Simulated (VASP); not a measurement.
Wanted: the native input for a VASP 6.6.1 run.

```yaml
Task: single point
Functional: PBE
Potentials_or_basis: VASP PAW PBE potentials, release 64 (Li_sv, B, H)
Cutoff: 520 eV
k_mesh: 6 × 6 × 6
Occupations: gaussian, width 0.1 eV
Spin: no spin polarisation
Dipole_correction: no
Further_INCAR_settings: ALGO = Normal; EDIFF = 1e-06; NBANDS = 16
```

The structure of LiB2H4 lies in POSCAR:

```
LiB2H4
1.0
   -2.0857039800      2.0857039800      5.8992617100
    2.0857039800     -2.0857039800      5.8992617100
    2.0857039800      2.0857039800     -5.8992617100
Li B H
1 2 4
Direct
    0.0000000000      0.0000000000      0.0000000000
    0.2500000000      0.2500000000      0.0000000000
    0.7500000000      0.7500000000      0.0000000000
    0.6250000000      0.1250000000      0.5000000000
    0.8750000000      0.3750000000      0.5000000000
    0.1250000000      0.6250000000      0.5000000000
    0.3750000000      0.8750000000      0.5000000000
```

One way to write it, as run:

INCAR

```
  PREC = Accurate
  ENCUT = 520
  EDIFF = 1E-6
  ISMEAR = 0
  SIGMA = 0.1
  LREAL = False
  LASPH = True
  NELM = 60
  ALGO = Normal
  ISIF = 2
  LWAVE = False
  LCHARG = False
  GGA = PE
  NBANDS = 16
```

KPOINTS

```
Automatic mesh
0
Gamma
  6 6 6
```

Potentials or basis: VASP PAW PBE potentials, release 64 (Li_sv, B, H).

Run with:

```console
$ cat potpaw_PBE.64/Li_sv/POTCAR potpaw_PBE.64/B/POTCAR potpaw_PBE.64/H/POTCAR > POTCAR
$ mpirun -np 1 vasp_std > vasp.out
```

Results of the run:

* Largest force: 0.528 eV/Å

Wall time 75 s on 1 thread of Intel(R) Xeon(R) Platinum 8488C (Sapphire Rapids), with other jobs on the host, peak memory 0.34 GiB.
